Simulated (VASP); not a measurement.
Set up this calculation in VASP 6.6.1, as the native input.

```
Task                   : single point
Functional             : PBEsol
Potentials or basis    : VASP PAW PBE potentials, release 64 (Zn)
Cutoff                 : 520 eV
k mesh                 : 9 × 9 × 2
Occupations            : methfessel-paxton, width 0.02 eV
Spin                   : no spin polarisation
Dipole correction      : no
Further INCAR settings : ALGO = Normal; EDIFF = 1e-06; NBANDS = 12
```

The structure of Zn lies in POSCAR:

```
Zn
1.0
    3.1109000000      0.0000000000      0.0000000000
   -1.5554500000      2.6941200000      0.0000000000
    0.0000000000      0.0000000000     15.3604500000
Zn
1
Direct
    0.6666666667      0.3333333333      0.0000000000
```

One way to write it, as run:

INCAR

```
SYSTEM = Zn
ALGO = Normal ; EDIFF = 1E-6
ENCUT = 520 ; GGA = PS
ISIF = 2 ; ISMEAR = 1
LASPH = .True. ; LCHARG = .True.
LELF = .True. ; LREAL = .False.
LVHAR = .True. ; LWAVE = .False.
NBANDS = 12 ; NELM = 100
PREC = Accurate ; SIGMA = 0.02
```

KPOINTS

```
k-points
0
Gamma
  9 9 2
  0 0 0
```

Potentials or basis: VASP PAW PBE potentials, release 64 (Zn).

The run is started by

```console
$ cat potpaw_PBE.64/Zn/POTCAR > POTCAR
$ mpirun -np 1 vasp_std > vasp.out
```

Results of the run:

The pressure is -1.0 GPa. The band gap on the k mesh is zero (band 6 reaches -2.26 eV, above the bottom of band 7 at -2.76 eV).

Caveat: the PAW data sets were made with another functional, which shifts forces and pressure a little.

It took 24 s on 1 thread of Intel(R) Xeon(R) 6975P-C (Granite Rapids) (shared host), peak memory 0.24 GiB.
